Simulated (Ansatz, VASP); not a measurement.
## SiO2 in VASP and in Ansatz

```
Si O
1.0
     4.05470    0.00000    0.00000
     0.00000    4.05470    0.00000
     0.00000    0.00000    2.66780
Si O
2 4
Direct
  0.00000 0.00000 0.00000
  0.50000 0.50000 0.50000
  0.30670 0.30670 0.00000
  0.19330 0.80670 0.50000
  0.69330 0.69330 0.00000
  0.80670 0.19330 0.50000
```

Change from the starting cell: equal xx and yy strain of -3 %.

Alike in both runs: task single point; functional PBEsol; k mesh 6 × 6 × 9; occupations fermi-dirac, width 0.03 eV; no spin polarisation.

|  | VASP | Ansatz |
| --- | --- | --- |
| version | VASP 6.6.1 | Ansatz 0.2.0 |
| potentials or method | VASP PAW PBE potentials, release 64 (Si, O), cutoff 520 eV | all-electron LAPW, scalar-relativistic |

```csv
,VASP,Ansatz,Ansatz less VASP
gap on the k mesh at the Fermi level (eV),6.26,6.27,+0.016
pressure (GPa),26.3,25.3,-1.05
"traceless stress, the component that is largest in VASP (GPa)",-6.21,-6.82,-0.608
rms of the force components (eV/Å),0.368,0.351,-0.0168
```

VASP's potentials were made for PBE, not for PBEsol. Atom by atom the forces differ by 0.017 eV/Å (rms over components). Ansatz ran all-electron here, and VASP with PAW potentials.
